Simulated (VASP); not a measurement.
Here is a VASP 6.6.1 calculation.

POSCAR

```
BN
1.0
    2.5439499996      0.0000000000      0.0000000000
   -1.2719749998      2.2031253256      0.0000000000
    0.0000000000      0.0000000000      4.1657371881
B N
2 2
Direct
    0.3333333333      0.6666666667      0.0002034650
    0.6666666667      0.3333333333      0.5002034650
    0.3333333333      0.6666666667      0.3747965350
    0.6666666667      0.3333333333      0.8747965350
```

The input INCAR.step1:

```
PREC = Accurate
ENCUT = 1460
ISMEAR = 0
SIGMA = 0.01
LREAL = F
LASPH = T
NELM = 120
NBANDS = 16
GGA = PE
ALGO = Normal
EDIFF = 1E-5
LWAVE = T
LCHARG = F
GGA_COMPAT = F
```

INCAR.step2

```
PREC = Accurate
ENCUT = 1460
EDIFF = 1E-6
ISMEAR = 0
SIGMA = 0.01
LREAL = F
LASPH = T
NELM = 120
ALGO = Normal
ISIF = 2
LWAVE = F
LCHARG = T
METAGGA = R2SCAN
LMIXTAU = T
LELF = T
LVHAR = T
NBANDS = 16
ISTART = 1
GGA_COMPAT = F
```

KPOINTS

```
regular mesh
0
Gamma
  12 12 6
```

Potentials or basis: VASP PAW PBE potentials, release 64 (B_h, N_h).

Launch:

```bash
$ cat potpaw_PBE.64/B_h/POTCAR potpaw_PBE.64/N_h/POTCAR > POTCAR
$ cp INCAR.step1 INCAR
$ mpirun -np 1 vasp_std > vasp.out
$ cp INCAR.step2 INCAR
$ mpirun -np 1 vasp_std > vasp.out
```

Estimate the band gap on the k mesh.

5.76 eV (least direct gap 8.99 eV).

Estimate the pressure.

3.6 GPa.

Stress tensor (GPa, compression positive):
```
 0.07  0.00  0.00
 0.00  0.07  0.00
 0.00  0.00 10.53
```

Caveat: the cell differs from its parent crystal (uniaxial z strain -1.0%); the stress differs along the axes, from 0 to 11 GPa; the structure was generated, so it needn't be the stable form of BN; the PAW data sets were made with another functional, which shifts forces and pressure a little. A k mesh can miss the band edges.
